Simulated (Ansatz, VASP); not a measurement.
# In: VASP beside Ansatz

```
In
1.0
     3.09307    0.00000    0.00000
     0.00000    5.17170    0.00000
     0.00000    0.00000    6.38342
In
3
Cartesian
  0.0000 0.0000 1.6786
  0.0000 0.0000 4.7048
  0.0000 2.5858 0.0000
```

Alike in both runs: functional PBE; k mesh 6 × 4 × 4; occupations gaussian, width 0.1 eV; no spin polarisation.

Ansatz relaxed the structure, and its values are those at the end. VASP's run is a single point on that final structure, the one shown.

|  | VASP | Ansatz |
| --- | --- | --- |
| version | VASP 6.6.1 | Ansatz 0.2.0 |
| potentials or method | VASP PAW PBE potentials, release 64 (In_d), cutoff 520 eV | scalar-relativistic, plane waves, PAW |
| valence electrons in the cell | 39 | 39 |

|  | VASP | Ansatz | Ansatz less VASP |
| --- | --- | --- | --- |
| gap on the k mesh at the Fermi level (eV) | none | none | - |
| pressure (GPa) | -0.1 | -0.1 | +0.02 |
| rms of the force components (eV/Å) | 0.008 | 0.008 | -0.0005 |

A gap of «none» marks a metal or a gap that the smearing closes.
